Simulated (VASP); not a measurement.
Here is a VASP 6.6.1 calculation.

Contents of INCAR:

```
  PREC = Accurate
  ENCUT = 520
  EDIFF = 1E-6
  ISMEAR = -1
  SIGMA = 0.05
  LREAL = F
  LASPH = T
  NELM = 60
  ALGO = Normal
  ISIF = 2
  LWAVE = F
  LCHARG = F
  GGA = PS
  NBANDS = 16
```

File KPOINTS:

```
Automatic mesh
0
Gamma
  10 10 8
```

The input POSCAR:

```
TiB2
1.0
    3.0003395487      0.0000000000      0.0000000000
   -1.5001697743      2.5983702691      0.0000000000
    0.0000000000      0.0000000000      3.1645905804
Ti B
1 2
Direct
    0.0000000000      0.0000000000      0.0000000000
    0.6666666667      0.3333333333      0.5000000000
    0.3333333333      0.6666666667      0.5000000000
```

Potentials or basis: VASP PAW PBE potentials, release 64 (Ti_sv, B).

The run is started by

```bash
$ cat potpaw_PBE.64/Ti_sv/POTCAR potpaw_PBE.64/B/POTCAR > POTCAR
$ mpirun -np 1 vasp_std > vasp.out
```

(1) Estimate the pressure.

(2) Predict the band gap on the k mesh.

## Answers

(1) 5.5 GPa.

(2) zero (band 9 reaches 10.83 eV, above the bottom of band 10 at 10.08 eV).

Caveat: the PAW data sets were made with another functional, which shifts forces and pressure a little.
